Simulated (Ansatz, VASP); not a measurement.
CoO: VASP beside Ansatz

INCAR

```
SYSTEM = CoO
  PREC = Accurate
  ENCUT = 520
  EDIFF = 1E-7
  ISMEAR = -1
  SIGMA = 0.05
  LREAL = .FALSE.
  LASPH = .TRUE.
  NELM = 150
  ALGO = Normal
  ISIF = 2
  LWAVE = .FALSE.
  LCHARG = .TRUE.
  ISPIN = 2
  MAGMOM = 2 0
  LORBIT = 11
  LMAXMIX = 4
  GGA = CA
  LELF = .TRUE.
  LVHAR = .TRUE.
  NBANDS = 18
```

KPOINTS

```
regular mesh
0
G
  12 12 12
  0 0 0
```

Contents of POSCAR:

```
CoO
1.0
   -1.5375761362      1.5375761362      2.1485766095
    1.5375761362     -1.5375761362      2.1485766095
    1.5375761362      1.5375761362     -2.1485766095
Co O
1 1
Direct
    0.0000000000      0.0000000000      0.0000000000
    0.5000000000      0.5000000000      0.0000000000
```

The input input.yaml:

```yaml
crystal:
  lattice:
    - [-1.5375761362, 1.5375761362, 2.1485766095]
    - [1.5375761362, -1.5375761362, 2.1485766095]
    - [1.5375761362, 1.5375761362, -2.1485766095]
  atoms:
    - { symbol: Co, position: [0.0, 0.0, 0.0], spin: 2.0 }
    - { symbol: O, position: [0.5, 0.5, 0.0] }
kpoints:
  mp_grid: { grid: [12, 12, 12] }
scf:
  occupations: { method: fermi_dirac, width: 0.05 }
hamiltonian:
  xc: lda
  pseudopotentials: { kind: all_electron, lapw: { basis_error: 0.001 } }
magnetization:
  spin_polarized: true
output:
  forces: true
  stress: true
  eigenvalues: true
```

Change from the starting cell: volume scaled by 1.06.

Alike in both runs: task single point; functional LDA; k mesh 12 × 12 × 12; occupations fermi-dirac, width 0.05 eV; collinear spin.

```csv
,VASP,Ansatz
version,VASP 6.6.1,Ansatz 0.2.0
potentials or method,"VASP PAW LDA potentials, release 64 (Co, O), cutoff 520 eV","all-electron LAPW, scalar-relativistic"
```

|  | VASP | Ansatz | Ansatz less VASP |
| --- | --- | --- | --- |
| gap on the k mesh at the Fermi level (eV) | none | none | - |
| pressure (GPa) | -25.5 | -24.8 | +0.68 |
| traceless stress, the component that is largest in VASP (GPa) | -0.44 | -0.26 | +0.177 |
| net moment per atom (μB) | 1.45 | 1.49 | +0.035 |
| size of the moment on the site where the two differ most (μB) | 2.51 | 2.59 | +0.076 |

LDA's correlation is that of Perdew and Zunger in VASP and of Perdew and Wang (1992) in Ansatz. Site moments also hang on the region over which each program counts them. A gap of «none» marks a metal or a gap that the smearing closes. Ansatz ran all-electron here, and VASP with PAW potentials.
